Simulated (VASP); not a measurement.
# CdSe (Fm-3m) in VASP: a series of runs, part 2 of 2

VASP 6.6.1. The steps go on from the part before.

### Step 3. Single point, r2SCAN (volume scaled by 0.840)

File POSCAR:

```
CdSe
1.0
    0.0000000000      2.6821898112      2.6821898112
    2.6821898112      0.0000000000      2.6821898112
    2.6821898112      2.6821898112      0.0000000000
Cd Se
1 1
Direct
    0.0000000000      0.0000000000      0.0000000000
    0.5000000000      0.5000000000      0.5000000000
```

File INCAR.step1:

```
PREC = Accurate ; ENCUT = 520
ISMEAR = 0 ; SIGMA = 0.05
LREAL = F ; LASPH = T
NELM = 60 ; NBANDS = 16
GGA = PE ; ALGO = Normal
EDIFF = 1E-4 ; LWAVE = T
LCHARG = F
```

File INCAR.step2:

```
PREC = Accurate ; ENCUT = 520
EDIFF = 1E-6 ; ISMEAR = 0
SIGMA = 0.05 ; LREAL = F
LASPH = T ; NELM = 60
ALGO = Normal ; ISIF = 2
LWAVE = F ; LCHARG = T
METAGGA = R2SCAN ; LMIXTAU = T
LELF = T ; LVHAR = T
NBANDS = 16 ; ISTART = 1
```

File KPOINTS:

```
regular mesh
0
Gamma
  12 12 12
```

Potentials or basis: VASP PAW PBE potentials, release 64 (Cd, Se).

On the command line:

```console
> cat potpaw_PBE.64/Cd/POTCAR potpaw_PBE.64/Se/POTCAR > POTCAR
> cp INCAR.step1 INCAR
> mpirun -np 1 vasp_std > vasp.out
> cp INCAR.step2 INCAR
> mpirun -np 1 vasp_std > vasp.out
```

OUTCAR:

```text
PREC = Accurate
   ENCUT = 520
   EDIFF = 1E-6
   ISMEAR = 0
   LREAL = F
   LASPH = T
   NELM = 60
   ISIF = 2
   METAGGA = R2SCAN
   ISTART = 1

 ion  position               nearest neighbor table
   1  0.000  0.000  0.000-   2 2.68   2 2.68   2 2.68   2 2.68   2 2.68   2 2.68
   2  0.500  0.500  0.500-   1 2.68   1 2.68   1 2.68   1 2.68   1 2.68   1 2.68

  LATTYP: Found a face centered cubic cell.
 ALAT       =     5.3643796224

  Lattice vectors:

 A1 = (   0.0000000000,   2.6821898112,   2.6821898112)
 A2 = (   2.6821898112,   0.0000000000,   2.6821898112)
 A3 = (   2.6821898112,   2.6821898112,   0.0000000000)

Analysis of symmetry for initial positions (statically):
=====================================================================
 Subroutine PRICEL returns:
 Original cell was already a primitive cell.

 Routine SETGRP: Setting up the symmetry group for a
 face centered cubic supercell.

 Subroutine GETGRP returns: Found 48 space group operations
 (whereof 48 operations were pure point group operations)
 out of a pool of 48 trial point group operations.

The static configuration has the point symmetry O_h .

Analysis of symmetry for dynamics (positions and initial velocities):
=====================================================================
 Subroutine PRICEL returns:
 Original cell was already a primitive cell.

 Routine SETGRP: Setting up the symmetry group for a
 face centered cubic supercell.

 Subroutine GETGRP returns: Found 48 space group operations
 (whereof 48 operations were pure point group operations)
 out of a pool of 48 trial point group operations.

The dynamic configuration has the point symmetry O_h .

 Subroutine INISYM returns: Found 48 space group operations
 (whereof 48 operations are pure point group operations),
 and found     1 'primitive' translations

----------------------------------------------------------------------------------------

                                     Primitive cell

  volume of cell :      38.5921

  direct lattice vectors                    reciprocal lattice vectors
     0.000000000  2.682189811  2.682189811    -0.186414846  0.186414846  0.186414846
     2.682189811  0.000000000  2.682189811     0.186414846 -0.186414846  0.186414846
     2.682189811  2.682189811  0.000000000     0.186414846  0.186414846 -0.186414846

  length of vectors
     3.793189208  3.793189208  3.793189208     0.322879984  0.322879984  0.322879984

  position of ions in fractional coordinates (direct lattice)
     0.000000000  0.000000000  0.000000000
     0.500000000  0.500000000  0.500000000

  ion indices of the primitive-cell ions
   primitive index   ion index
                 1           1
                 2           2

----------------------------------------------------------------------------------------

 KPOINTS: regular mesh

Automatic generation of k-mesh.
 Grid dimensions read from file:
 generate k-points for:   12   12   12

 Generating k-lattice:

  Cartesian coordinates                     Fractional coordinates (reciprocal lattice)
    -0.015534570  0.015534570  0.015534570     0.083333333  0.000000000  0.000000000
     0.015534570 -0.015534570  0.015534570     0.000000000  0.083333333  0.000000000
     0.015534570  0.015534570 -0.015534570     0.000000000  0.000000000  0.083333333

  Length of vectors
     0.026906665  0.026906665  0.026906665

  Shift w.r.t. Gamma in fractional coordinates (k-lattice)
     0.000000000  0.000000000  0.000000000

 Subroutine IBZKPT returns following result:
 ===========================================

 Found     72 irreducible k-points:

 Following reciprocal coordinates:
            Coordinates               Weight
  0.000000  0.000000  0.000000      1.000000
  0.083333  0.000000  0.000000      8.000000
  0.166667  0.000000  0.000000      8.000000
  0.250000  0.000000  0.000000      8.000000
  0.333333  0.000000  0.000000      8.000000
  0.416667  0.000000  0.000000      8.000000
[... 16 lines left out ...]
  0.500000  0.166667  0.000000     24.000000
 -0.416667  0.166667  0.000000     24.000000
 [... further k-points ...]
   k-points           NKPTS =     72   k-points in BZ     NKDIM =     72   number of bands    NBANDS=     16
   number of dos      NEDOS =    301   number of ions     NIONS =      2
   total plane-waves  NPLWV =  21952
   dimension x,y,z NGX =    28 NGY =   28 NGZ =   28
   dimension x,y,z NGXF=    56 NGYF=   56 NGZF=   56
   ions per type =               1   1
   NGX,Y,Z   is equivalent  to a cutoff of  12.27, 12.27, 12.27 a.u.
   NGXF,Y,Z  is equivalent  to a cutoff of  24.54, 24.54, 24.54 a.u.
 SYSTEM =  unknown system
   PREC   = accura    normal or accurate (medium, high low for compatibility)
   ISTART =      1    job   : 0-new  1-cont  2-samecut
   ICHARG =      0    charge: 1-file 2-atom 10-const
   ISPIN  =      1    spin polarized calculation?
   LNONCOLLINEAR =      F non collinear calculations
   LSORBIT =      F    spin-orbit coupling
   LASPH  =      T    aspherical Exc in radial PAW
   ENCUT  =  520.0 eV  38.22 Ry    6.18 a.u.   7.05  7.05  7.05*2*pi/ulx,y,z
   NELM   =     60;   NELMIN=  2; NELMDL=  0     # of ELM steps
   EDIFF  = 0.1E-05   stopping-criterion for ELM
   LREAL  =      F    real-space projection
   EDIFFG = 0.1E-04   stopping-criterion for IOM
   NSW    =      0    number of steps for IOM
   IBRION =     -1    ionic relax: 0-MD 1-quasi-New 2-CG
   NFREE  =      0    steps in history (QN), initial steepest desc. (CG)
   ISIF   =      2    stress and relaxation
   ISYM   =      2    0-nonsym 1-usesym 2-fastsym
   POTIM  = 0.5000    time-step for ionic-motion
   TEBEG  =    0.0;   TEEND  =   0.0 temperature during run
   PSTRESS=    0.0 pullay stress
   NELECT =      18.0000    total number of electrons
   NUPDOWN=      -1.0000    fix difference up-down
   EMIN   =  10.00;   EMAX   =-10.00  energy-range for DOS
   EFERMI =   0.00;   METHOD = LEGACY
   ISMEAR =     0;   SIGMA  =   0.05  broadening in eV -4-tet -1-fermi 0-gaus
   EFERMI_NEDOS =   21; number of points for ismear=-14 and -15
   IALGO  =     38    algorithm
   IMIX   =      4    mixing-type and parameters
     AMIX     =   0.40;   BMIX     =  1.00
     AMIX_MAG =   1.60;   BMIX_MAG =  1.00
  volume/ion in A,a.u.               =      19.30       130.22
  Fermi-wavevector in a.u.,A,eV,Ry     =   1.269598  2.399192 21.930939  1.611879
  Thomas-Fermi vector in A             =   2.402630
   LORBIT       =      0    0 simple, 1 ext, 2 COOP (PROOUT), +10 PAW based schemes
   METAGGA = R2SCAN    functional components
   LHFCALC =     F    Hartree Fock is set to
   AEXX    =    0.0000 exact exchange contribution
   IVDW    =     0    specifies the selected vdW correction
   LEPSILON=     F    determine dielectric tensor
   LRPA    =     F    only Hartree local field effects (RPA)
 non-spin polarized calculation
 Gauss-broadening in eV      SIGMA  =   0.05
  energy-cutoff  :      520.00
  volume of cell :       38.59
 maximum number of plane-waves:      1056
   NGX = 15   NGY = 15   NGZ = 15

 number of electron      18.0000008 magnetization

 Free energy of the ion-electron system (eV)
  ---------------------------------------------------
  ext. energy  EPLUGINS =         0.00000000
  ---------------------------------------------------
  free energy    TOTEN  =       -35.31977280 eV

  energy without entropy =      -35.31952341  energy(sigma->0) =      -35.31964810

 E-fermi :   4.1322     XC(G=0): -11.6080

 val. band max:        4.0781534952   @ k =  -0.2500   0.1667   0.0000
 cond. band min:       4.3682663699   @ k =   0.4167   0.4167   0.0000
 fundamental gap:      0.2901128747
 Fermi energy:         4.1322283913

 k-point     1 :       0.0000    0.0000    0.0000
  band No.  band energies     occupation
      1     -10.7728      2.00000
      2      -4.6536      2.00000
      3      -4.6536      2.00000
      4      -4.6272      2.00000
      5      -4.6272      2.00000
      6      -4.6272      2.00000
[... 8 lines left out ...]
     15      15.8207      0.00000
     16      15.8207      0.00000
[... 419 lines left out ...]
 k-point    24 :      -0.4167    0.1667    0.0000
  band No.  band energies     occupation
      1      -9.3246      2.00000
      2      -5.0211      2.00000
      3      -4.9633      2.00000
      4      -4.7978      2.00000
      5      -4.3847      2.00000
      6      -4.3299      2.00000
[... 8 lines left out ...]
     15      17.1824      0.00000
     16      18.2934      0.00000

 [... further k-points ...]

------------------------ aborting loop because EDIFF is reached ----------------------------------------

  FORCE on cell =-STRESS in cart. coord.  units (eV):
  Direction    XX          YY          ZZ          XY          YZ          ZX
  --------------------------------------------------------------------------------------
  -------------------------------------------------------------------------------------
  Total        4.6246726      4.6246726      4.6246726      0.0000000      0.0000000      0.0000000
  in kB      191.9963858    191.9963858    191.9963858      0.0000000      0.0000000      0.0000000
  external PRESSURE =     191.9963858 kB  Pullay stress =       0.0000000 kB

 VOLUME and BASIS-vectors are now :
 -----------------------------------------------------------------------------
  energy-cutoff  :      520.00
  volume of cell :       38.59
      direct lattice vectors                 reciprocal lattice vectors
     0.000000000  2.682189811  2.682189811    -0.186414846  0.186414846  0.186414846
     2.682189811  0.000000000  2.682189811     0.186414846 -0.186414846  0.186414846
     2.682189811  2.682189811  0.000000000     0.186414846  0.186414846 -0.186414846

 POSITION                                       TOTAL-FORCE (eV/Angst)
 -----------------------------------------------------------------------------------
      0.00000      0.00000      0.00000         0.000000      0.000000      0.000000
      2.68219      2.68219      2.68219         0.000000      0.000000     -0.000000
 -----------------------------------------------------------------------------------
    total drift:                               -0.000000      0.000000      0.000000

  FREE ENERGIE OF THE ION-ELECTRON SYSTEM (eV)
  ---------------------------------------------------
  free  energy   TOTEN  =       -35.3197728028 eV

  energy  without entropy=      -35.3195234060  energy(sigma->0) =      -35.31964810
```

OUTCAR.step1:

```text
PREC = Accurate
   ENCUT = 520
   ISMEAR = 0
   LREAL = F
   LASPH = T
[... 676 lines left out ...]
 -----------------------------------------------------------------------------------
      0.00000      0.00000      0.00000         0.000000      0.000000     -0.000000
      2.68219      2.68219      2.68219        -0.000000     -0.000000      0.000000
 -----------------------------------------------------------------------------------
    total drift:                               -0.000000      0.000000      0.000000

  FREE ENERGIE OF THE ION-ELECTRON SYSTEM (eV)
  ---------------------------------------------------
  free  energy   TOTEN  =        -4.7384031999 eV

  energy  without entropy=       -4.7370760644  energy(sigma->0) =       -4.73773963
```

OSZICAR.step1:

```text
N       E                     dE             d eps       ncg     rms          rms(c)
DAV:   1     0.107273046086E+03    0.10727E+03   -0.94747E+03  2416   0.107E+03
DAV:   2    -0.183351060470E+01   -0.10911E+03   -0.10302E+03  2872   0.260E+02
DAV:   3    -0.512837778908E+01   -0.32949E+01   -0.32861E+01  2696   0.465E+01
DAV:   4    -0.513688547857E+01   -0.85077E-02   -0.85075E-02  2888   0.236E+00
DAV:   5    -0.513691663795E+01   -0.31159E-04   -0.31159E-04  2784   0.128E-01    0.878E+00
DAV:   6    -0.476805453517E+01    0.36886E+00   -0.51100E-01  3168   0.104E+01    0.684E+00
DAV:   7    -0.473902091716E+01    0.29034E-01   -0.16380E-01  2776   0.299E+00    0.270E+00
DAV:   8    -0.473859453026E+01    0.42639E-03   -0.21278E-02  2616   0.194E+00    0.381E-01
DAV:   9    -0.473843263645E+01    0.16189E-03   -0.19655E-03  2824   0.701E-01    0.522E-02
DAV:  10    -0.473840319987E+01    0.29437E-04   -0.22575E-04  2616   0.192E-01
   1 F= -.47384032E+01 E0= -.47377396E+01  d E =-.132714E-02
```

It took 4.4 min on 1 thread of Intel Xeon 8259CL, shared host; peak memory 0.2 GiB.

What came out:

```
Free energy            : -35.3198 eV
Pressure               : 19.2 GPa
Band gap on the k mesh : zero (band 9 reaches 4.08 eV, above the bottom of band 10 at 4.01 eV)
```

Caveat: the PAW data sets were made with another functional, which shifts forces and pressure a little.
